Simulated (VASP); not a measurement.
# SiC (Moissanite 3C): single point with PBE

The system is SiC (Moissanite 3C).

```
Si C
1.0
     0.00000    2.20767    2.20767
     2.20767    0.00000    2.20767
     2.20767    2.20767    0.00000
Si C
1 1
Direct
  0.00000 0.00000 0.00000
  0.25000 0.25000 0.25000
```

```yaml
Program: VASP 6.6.1
Task: single point
Functional: PBE
Potentials_or_basis: VASP PAW PBE potentials, release 64 (Si, C)
Cutoff: 520 eV
k_mesh: 8 × 8 × 8
Occupations: gaussian, width 0.01 eV
Spin: no spin polarisation
```

```json
{"Pressure": "-5.0 GPa", "Band gap on the k mesh": "1.39 eV, indirect (least direct gap 4.50 eV)"}
```

Levels at points of the mesh, in eV from the valence-band top:
```tsv
k point	band 1	band 2	band 3	band 4	band 5	band 6	band 7	band 8	band 9
(0.00, 0.00, 0.00)	-15.10	0.00	0.00	0.00	5.78	7.04	7.04	7.04	14.28
(0.50, 0.00, 0.00)	-11.68	-8.32	-1.04	-1.04	5.08	7.07	7.07	9.84	15.74
(0.50, 0.50, 0.00)	-10.26	-7.67	-3.11	-3.11	1.39	4.19	13.58	13.58	14.27
```

Wall time 2.6 s on 1 thread of Intel(R) Xeon(R) 6975P-C (Granite Rapids) (shared host), peak memory 0.13 GiB.

A k mesh can miss the band edges. As with any semilocal functional, this PBE gap is likely too small.
